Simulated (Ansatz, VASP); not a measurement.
## Two plane-wave programs on SrCl2

Contents of POSCAR:

```
SrCl2
1.0
    0.0000000000      3.3460800000      3.2066600000
    3.3460800000      0.0000000000      3.2066600000
    3.3460800000      3.3460800000      0.0000000000
Sr Cl
1 2
Direct
    0.0000000000      0.0000000000      0.0000000000
    0.2500000000      0.2500000000      0.2500000000
    0.7500000000      0.7500000000      0.7500000000
```

File INCAR.step1:

```
SYSTEM = SrCl2
PREC = Accurate
ENCUT = 520
ISMEAR = 0
SIGMA = 0.05
LREAL = .FALSE.
LASPH = .TRUE.
NELM = 80
NBANDS = 19
GGA = PE
ALGO = Normal
EDIFF = 1E-4
LWAVE = .TRUE.
LCHARG = .FALSE.
```

The input INCAR.step2:

```
SYSTEM = SrCl2
PREC = Accurate
ENCUT = 520
EDIFF = 1E-7
ISMEAR = 0
SIGMA = 0.05
LREAL = .FALSE.
LASPH = .TRUE.
NELM = 80
ALGO = Normal
ISIF = 2
LWAVE = .FALSE.
LCHARG = .FALSE.
METAGGA = R2SCAN
LMIXTAU = .TRUE.
NBANDS = 19
ISTART = 1
```

The input KPOINTS:

```
Automatic mesh
0
G
  6 6 6
  0 0 0
```

Input for Ansatz:

```yaml
crystal:
  lattice:
    - [0.0, 3.34608, 3.20666]
    - [3.34608, 0.0, 3.20666]
    - [3.34608, 3.34608, 0.0]
  atoms:
    - { symbol: Sr, position: [0.0, 0.0, 0.0] }
    - { symbol: Cl, position: [0.25, 0.25, 0.25] }
    - { symbol: Cl, position: [0.75, 0.75, 0.75] }
basis:
  ecutwfc: 500
kpoints:
  mp_grid: { grid: [6, 6, 6] }
hamiltonian:
  xc: r2scan
scf:
  occupations: { method: gaussian, width: 0.05 }
output:
  forces: true
  stress: true
  eigenvalues: true
```

Change from the starting cell: strain -0.040 along x and y, -0.080 along z, atoms carried along.

Alike in both runs: task single point; functional r2SCAN; k mesh 6 × 6 × 6; occupations gaussian, width 0.05 eV; no spin polarisation.

|  | VASP | Ansatz |
| --- | --- | --- |
| version | VASP 6.6.1 | Ansatz 0.2.0 |
| potentials or method | VASP PAW PBE potentials, release 64 (Sr_sv, Cl), cutoff 520 eV | scalar-relativistic, plane waves, PAW |
| valence electrons in the cell | 24 | 24 |

VASP gave:

| Quantity | Value |
| --- | --- |
| gap on the k mesh at the Fermi level (eV) | 5.57 |
| least direct gap on the mesh (eV) | 5.60 |
| pressure (GPa) | 9.9 |
| traceless stress, the component that is largest in VASP (GPa) | 2.12 |

Question: What did Ansatz give for the same quantities?

Answer: gap on the k mesh at the Fermi level (eV): 5.57; least direct gap on the mesh (eV): 5.60; pressure (GPa): 9.8; traceless stress, the component that is largest in VASP (GPa): 2.13.

VASP's potentials were made for PBE, not for r2SCAN. The functional is the same, so the differences come from potentials, cutoffs and numerics.
